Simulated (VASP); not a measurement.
Input of a VASP 6.6.1 run:

Contents of POSCAR:

```
Ge
1.0
    3.0351006350      0.0000000000      0.0000000000
   -1.5175503175      2.6284742529      0.0000000000
    0.0000000000      0.0000000000      4.7007543998
Ge
2
Direct
    0.3333333333      0.6666666667      0.2500000000
    0.6666666667      0.3333333333      0.7500000000
```

INCAR.step1

```
SYSTEM = Ge
ALGO = Normal
EDIFF = 1E-5
ENCUT = 520
GGA = PE
ISIF = 2
ISMEAR = -1
LASPH = .TRUE.
LREAL = .FALSE.
LWAVE = .TRUE.
NBANDS = 21
NELM = 80
PREC = Accurate
SIGMA = 0.1
```

File INCAR.step2:

```
SYSTEM = Ge
AEXX = 0.25
ALGO = Normal
EDIFF = 1E-6
ENCUT = 520
ISIF = 2
ISMEAR = -1
ISTART = 1
LASPH = .TRUE.
LCHARG = .TRUE.
LELF = .TRUE.
LHFCALC = .TRUE.
LMIXTAU = .TRUE.
LREAL = .FALSE.
LVHAR = .TRUE.
LWAVE = .FALSE.
METAGGA = R2SCAN
NBANDS = 21
NELM = 80
PREC = Accurate
PRECFOCK = Normal
SIGMA = 0.1
```

File KPOINTS:

```
k-points
0
G
  6 6 4
  0 0 0
```

Potentials or basis: VASP PAW PBE potentials, release 64 (Ge_d).

Launch:

```sh
$ cat potpaw_PBE.64/Ge_d/POTCAR > POTCAR
$ cp INCAR.step1 INCAR
$ mpirun -np 1 vasp_std > vasp.out
$ cp INCAR.step2 INCAR
$ mpirun -np 1 vasp_std > vasp.out
```

What does it give for the band gap on the k mesh?

Zero (bands 14 and 15 overlap by 11.02 eV).

What does it give for the pressure?

-2.4 GPa.

Stress tensor (GPa, compression positive):
```
-5.55  0.00  0.00
 0.00 -5.55  0.00
 0.00  0.00  3.75
```

Caveat: the k points lie up to 0.40 Å⁻¹ apart, too coarse for converged energies and pressures of a metal; the PAW data sets were made with another functional, which shifts forces and pressure a little.
